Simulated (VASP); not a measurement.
Set up this calculation in VASP 6.6.1, as the native input.

- Task: single point
- Functional: PBE
- Potentials or basis: VASP PAW PBE potentials, release 64 (Au)
- Cutoff: 520 eV
- k mesh: 8 × 11 × 1
- Occupations: methfessel-paxton, width 0.1 eV
- Spin: no spin polarisation
- Dipole correction: yes
- Further INCAR settings: ALGO = Normal; EDIFF = 1e-07; NBANDS = 72

The structure of Au lies in POSCAR:

```
Au
1.0
    4.1570775990      0.0000000000      0.0000000000
    0.0000000000      2.9394977600      0.0000000000
    0.0000000000      0.0000000000     30.6974888000
Au
11
Direct
    0.0000000000      0.0000000000      0.2642923863
    0.5000000000      0.5000000000      0.3058333237
    0.0000000000      0.0000000000      0.3572264844
    0.5000000000      0.5000000000      0.4038871788
    0.0000000000      0.0000000000      0.4521648472
    0.5000000000      0.5000000000      0.4999999996
    0.0000000000      0.0000000000      0.5478351511
    0.5000000000      0.5000000000      0.5961128209
    0.0000000000      0.0000000000      0.6427735156
    0.5000000000      0.5000000000      0.6941666767
    0.0000000000      0.0000000000      0.7357076158
```

These files were run (other wordings do the same):

INCAR

```
SYSTEM = Au
PREC     = Accurate       ! precision mode
ENCUT    = 520            ! plane-wave cutoff, eV
EDIFF    = 1E-7           ! SCF threshold, eV
ISMEAR   = 1              ! smearing method
SIGMA    = 0.1            ! smearing width, eV
LREAL    = .FALSE.        ! projectors in reciprocal space
LASPH    = .TRUE.         ! aspherical terms in the spheres
NELM     = 80             ! most SCF steps
ALGO     = Normal         ! electronic algorithm
ISIF     = 2              ! what is computed and relaxed
LWAVE    = .FALSE.        ! write WAVECAR
LCHARG   = .FALSE.        ! write CHGCAR
LDIPOL   = .TRUE.       
IDIPOL   = 3            
DIPOL    = 0.5 0.5 0.500
GGA      = PE             ! functional
NBANDS   = 72             ! bands
```

KPOINTS

```
Automatic mesh
0
G
  8 11 1
  0 0 0
```

Potentials or basis: VASP PAW PBE potentials, release 64 (Au).

Command:

```console
$ cat potpaw_PBE.64/Au/POTCAR > POTCAR
$ mpirun -np 1 vasp_std > vasp.out
```

It gave:

```json
{"Largest force": "0.015 eV/Å", "Band gap on the k mesh": "zero (an odd number of electrons rules out a gap without spin polarisation)"}
```

Caveat: spin-orbit coupling is left out, which moves the levels of the heavy elements.

Run time: 51 min on 1 thread of Oxide Virtual Turin-like Processor, on a shared host, peak memory 0.76 GiB.
